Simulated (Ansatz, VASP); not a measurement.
# PbS in VASP and in Ansatz

```
CELL_PARAMETERS angstrom
2.09638 -6.12026 0.00000
2.09638 6.12026 0.00000
0.00000 0.00000 4.29533
ATOMIC_POSITIONS crystal
Pb 0.86671 0.13329 0.75000
Pb 0.13329 0.86671 0.25000
S 0.64546 0.35454 0.75000
S 0.35454 0.64546 0.25000
```

Alike in both runs: functional PBE; k mesh 8 × 8 × 6; occupations gaussian, width 0.02 eV; no spin polarisation.

Ansatz relaxed the structure, and its values are those at the end. VASP's run is a single point on that final structure, the one shown.

|  | VASP | Ansatz |
| --- | --- | --- |
| version | VASP 6.6.1 | Ansatz 0.2.0 |
| potentials or method | VASP PAW PBE potentials, release 64 (Pb_d, S), cutoff 520 eV | scalar-relativistic, plane waves, PAW |
| valence electrons in the cell | 40 | 40 |

|  | VASP | Ansatz | Ansatz less VASP |
| --- | --- | --- | --- |
| gap on the k mesh at the Fermi level (eV) | 1.29 | 1.29 | -0.001 |
| least direct gap on the mesh (eV) | 1.50 | 1.49 | -0.005 |
| pressure (GPa) | -0.1 | 0.0 | +0.06 |

Spin-orbit coupling is off throughout.
